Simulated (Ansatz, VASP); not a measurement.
One calculation of Be3CdS2, two programs

```
Be Cd S
1.0
     3.35739   -4.68129   -0.66468
     3.35739    4.68129   -0.66468
    -0.78380    0.00000    3.18572
Be Cd S
3 1 2
Direct
  0.00000 0.50000 0.50000
  0.50000 0.00000 0.50000
  0.50000 0.50000 0.50000
  0.00000 0.00000 0.00000
  0.66226 0.33774 0.00000
  0.33774 0.66226 0.00000
```

Change from the starting cell: species swapped into the YB2Ir3 type (C2/m, No. 12).

Alike in both runs: functional PBE; k mesh 8 × 8 × 12; occupations gaussian, width 0.1 eV; no spin polarisation.

Ansatz relaxed the structure, and its values are those at the end. VASP's run is a single point on that final structure, the one shown.

```csv
,VASP,Ansatz
version,VASP 6.6.1,Ansatz 0.2.0
potentials or method,"VASP PAW PBE potentials, release 64 (Be, Cd, S), cutoff 600 eV","scalar-relativistic, plane waves, PAW"
valence electrons in the cell,30,38
```

```tsv
	VASP	Ansatz	Ansatz less VASP
gap on the k mesh at the Fermi level (eV)	none	none	-
pressure (GPa)	0.0	0.0	-0.02
rms of the force components (eV/Å)	0.003	0.002	-0.0011
```

A gap of «none» marks a metal or a gap that the smearing closes. With one functional, cell and mesh, what is left measures potentials, basis and numerics. VASP's potentials hold 30 valence electrons a cell and Ansatz's 38, so a difference there can come from the potentials and not from the codes.
